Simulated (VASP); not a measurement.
Input of a VASP 6.6.1 run:

File INCAR:

```
SYSTEM = Si5GeN8
ALGO = Normal ; EDIFF = 1E-6
ENCUT = 520 ; GGA = PE
ISIF = 2 ; ISMEAR = -1
LASPH = .True. ; LCHARG = .False.
LREAL = .False. ; LWAVE = .False.
NBANDS = 50 ; NELM = 60
PREC = Accurate ; SIGMA = 0.02
```

File KPOINTS:

```
k-points
0
Gamma
  4 8 4
  0 0 0
```

File POSCAR:

```
Si5GeN8
1.0
    7.6840586099      0.0000000000      0.0192181976
    0.0000000000      2.9336596970      0.0000000000
   -3.8253805351      0.0000000000      6.6371630379
Si Ge N
5 1 8
Direct
    0.5960149313      0.5000000000      0.8246653190
    0.8252418651      0.0000000000      0.2308554822
    0.7626880946      0.0000000000      0.5906712229
    0.2302028562      0.5000000000      0.4033002234
    0.4102940380      0.0000000000      0.1804082235
    0.1740772624      0.5000000000      0.7698423458
    0.3393680869      0.5000000000      0.6627707391
    0.6680317066      0.0000000000      0.3336950915
    0.6962538538      0.5000000000      0.6655428365
    0.6718766616      0.0000000000      0.9688236079
    0.0185942613      0.0000000000      0.6987911188
    0.9693734452      0.5000000000      0.2997166049
    0.2973023475      0.0000000000      0.3283879868
    0.3406805896      0.5000000000      0.0425291977
```

Potentials or basis: VASP PAW PBE potentials, release 64 (Si, Ge_d, N).

Run with:

```sh
$ cat potpaw_PBE.64/Si/POTCAR potpaw_PBE.64/Ge_d/POTCAR potpaw_PBE.64/N/POTCAR > POTCAR
$ mpirun -np 1 vasp_std > vasp.out
```

(1) Estimate the band gap on the k mesh.

(2) What does it give for the pressure?

(3) What does it give for the largest force?

## Answers

(1) 4.15 eV, indirect (least direct gap 4.28 eV).

(2) 5.4 GPa.

(3) 0.127 eV/Å.
